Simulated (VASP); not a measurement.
Set up this calculation in VASP 6.6.1, as the native input.

```yaml
Task: single point
Functional: LDA
Potentials_or_basis: VASP PAW LDA potentials, release 64 (Cd, S)
Cutoff: 520 eV
k_mesh: 6 × 6 × 4
Occupations: gaussian, width 0.02 eV
Spin: no spin polarisation
Dipole_correction: no
Further_INCAR_settings: ALGO = Normal; EDIFF = 1e-06; NBANDS = 26
```

The structure of CdS lies in POSCAR:

```
CdS
1.0
    4.0741618055      0.0000000000      0.0000000000
   -2.0370809027      3.5283276227      0.0000000000
    0.0000000000      0.0000000000      6.6368159882
Cd S
2 2
Direct
    0.6666666667      0.3333333333      0.5004798621
    0.3333333333      0.6666666667      0.0004798621
    0.6666666667      0.3333333333      0.8765201379
    0.3333333333      0.6666666667      0.3765201379
```

The input as run:

INCAR

```
SYSTEM = CdS
PREC = Accurate ; ENCUT = 520
EDIFF = 1E-6 ; ISMEAR = 0
SIGMA = 0.02 ; LREAL = .False.
LASPH = .True. ; NELM = 80
ALGO = Normal ; ISIF = 2
LWAVE = .False. ; LCHARG = .False.
NBANDS = 26
```

KPOINTS

```
regular mesh
0
Gamma
  6 6 4
  0 0 0
```

Potentials or basis: VASP PAW LDA potentials, release 64 (Cd, S).

The run is started by

```bash
$ cat potpaw_LDA.64/Cd/POTCAR potpaw_LDA.64/S/POTCAR > POTCAR
$ mpirun -np 1 vasp_std > vasp.out
```

It gave:

```json
{"Pressure": "0.5 GPa", "Band gap on the k mesh": "1.06 eV, direct"}
```

Run time: 32 s on 1 thread of Intel(R) Xeon(R) 6975P-C (Granite Rapids) (shared host), peak memory 0.18 GiB.
